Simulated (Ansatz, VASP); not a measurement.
## One calculation of WS2, two programs

```
CELL_PARAMETERS angstrom
0.00000 2.97884 2.97884
2.97884 0.00000 2.97884
2.97884 2.97884 0.00000
ATOMIC_POSITIONS crystal
W 0.00000 0.00000 0.00000
S 0.25000 0.25000 0.25000
S 0.75000 0.75000 0.75000
```

Change from the starting cell: ordered vacancies on the cation sites of caesium chloride (Fm-3m, No. 225).

Alike in both runs: task single point; functional PBE; k mesh 6 × 6 × 6; occupations gaussian, width 0.1 eV; collinear spin.

```csv
,VASP,Ansatz
version,VASP 6.6.1,Ansatz 0.2.0
potentials or method,"VASP PAW PBE potentials, release 64 (W_sv, S), cutoff 520 eV","scalar-relativistic, plane waves, PAW"
valence electrons in the cell,26,26
```

|  | VASP | Ansatz | Ansatz less VASP |
| --- | --- | --- | --- |
| gap on the k mesh at the Fermi level (eV) | none | none | - |
| pressure (GPa) | -1.9 | -2.0 | -0.04 |
| net moment per atom (μB) | 0.60 | 0.60 | 0.000 |
| size of the moment on the site where the two differ most (μB) | 1.42 | 1.19 | -0.234 |

Site moments also hang on the region over which each program counts them. A gap of «none» marks a metal or a gap that the smearing closes. Ansatz's warnings: no starting moments.

Spin-orbit coupling is off throughout.
